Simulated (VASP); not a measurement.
Wanted: the native input for a VASP 6.6.1 run.

| Quantity | Value |
| --- | --- |
| Task | single point |
| Functional | PBE |
| Potentials or basis | VASP PAW PBE potentials, release 64 (La, Sb, As) |
| Cutoff | 520 eV |
| k mesh | 6 × 6 × 2 |
| Occupations | gaussian, width 0.1 eV |
| Spin | no spin polarisation |
| Dipole correction | no |
| Further INCAR settings | ALGO = Normal; EDIFF = 1e-06; NBANDS = 30 |

The structure of La2SbAs3 lies in POSCAR:

```
La2SbAs3
1.0
    4.5297629200      0.0000000000      0.0000000000
   -2.2648814600      3.9228897600      0.0000000000
    0.0000000000      0.0000000000      9.0724491400
La Sb As
2 1 3
Direct
    0.6666666700      0.3333333300      0.2376510100
    0.6666666700      0.3333333300      0.7623489900
    0.0000000000      0.0000000000      0.0000000000
    0.0000000000      0.0000000000      0.5000000000
    0.3333333300      0.6666666700      0.0000000000
    0.3333333300      0.6666666700      0.5000000000
```

The cell was generated, and may not be a known phase.

These files were run (other wordings do the same):

INCAR

```
SYSTEM = La2SbAs3
  PREC = Accurate
  ENCUT = 520
  EDIFF = 1E-6
  ISMEAR = 0
  SIGMA = 0.1
  LREAL = .False.
  LASPH = .True.
  NELM = 80
  ALGO = Normal
  ISIF = 2
  LWAVE = .False.
  LCHARG = .True.
  GGA = PE
  LELF = .True.
  LVHAR = .True.
  NBANDS = 30
```

KPOINTS

```
regular mesh
0
Gamma
  6 6 2
  0 0 0
```

Potentials or basis: VASP PAW PBE potentials, release 64 (La, Sb, As).

Launch:

```sh
$ cat potpaw_PBE.64/La/POTCAR potpaw_PBE.64/Sb/POTCAR potpaw_PBE.64/As/POTCAR > POTCAR
$ mpirun -np 1 vasp_std > vasp.out
```

It gave:

| Quantity | Value |
| --- | --- |
| Pressure | 1.0 GPa |
| Largest force | 0.840 eV/Å |
| Band gap on the k mesh | zero (bands 21 and 22 overlap by 1.82 eV) |

Caveat: the stress differs along the axes, from -7 to 5 GPa; spin-orbit coupling is left out, which moves the levels of the heavy elements.

It took 2.2 min on 1 thread of Oxide Virtual Turin-like Processor (shared host), peak memory 0.3 GiB.
